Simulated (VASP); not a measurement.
Wanted: the native input for a VASP 6.6.1 run.

- Task: single point
- Functional: PBE
- Potentials or basis: VASP PAW PBE potentials, release 64 (W_sv, C)
- Cutoff: 520 eV
- k mesh: 13 × 9 × 1
- Occupations: gaussian, width 0.1 eV
- Spin: no spin polarisation
- Dipole correction: yes
- Further INCAR settings: ALGO = Fast; EDIFF = 1e-06; NBANDS = 66

The structure of WC lies in POSCAR:

```
WC
1.0
    2.9217712149      0.0000000000      0.0000000000
   -1.4608856074      3.8089903548      0.0000000000
    0.0000000000      0.0000000000     24.7718460443
W C
6 6
Direct
    0.7184016697      0.4366552096      0.3065464795
    0.4417916815      0.8836750936      0.3792405596
    0.1615003406      0.3228214178      0.4555580528
    0.8811517806      0.7622313550      0.5317394162
    0.6028221483      0.2057262885      0.6087338187
    0.3181856446      0.6365642409      0.6836527389
    0.0080040152      0.0159579596      0.3152113385
    0.7276149772      0.4550587043      0.3910720617
    0.4485067690      0.8968976625      0.4680963712
    0.1695424254      0.3389861692      0.5446407119
    0.8868223756      0.7736228839      0.6205361026
    0.6236062231      0.2477031167      0.6949723484
```

These files were run (other wordings do the same):

INCAR

```
SYSTEM = WC
PREC = Accurate ; ENCUT = 520
EDIFF = 1E-6 ; ISMEAR = 0
SIGMA = 0.1 ; LREAL = .FALSE.
LASPH = .TRUE. ; NELM = 60
ALGO = Fast ; ISIF = 2
LWAVE = .FALSE. ; LCHARG = .FALSE.
LDIPOL = .TRUE. ; IDIPOL = 3
DIPOL = 0.5 0.5 0.500 ; GGA = PE
NBANDS = 66
```

KPOINTS

```
Automatic mesh
0
G
  13 9 1
  0 0 0
```

Potentials or basis: VASP PAW PBE potentials, release 64 (W_sv, C).

Run with:

```console
$ cat potpaw_PBE.64/W_sv/POTCAR potpaw_PBE.64/C/POTCAR > POTCAR
$ mpirun -np 1 vasp_std > vasp.out
```

It gave:

The largest force is 0.058 eV/Å and the band gap on the k mesh is zero (bands 54 and 55 overlap by 1.00 eV).

Caveat: spin-orbit coupling is left out, which moves the levels of the heavy elements.

Run time: 68 min on 1 thread of Oxide Virtual Turin-like Processor, with other jobs on the host, peak memory 0.85 GiB.
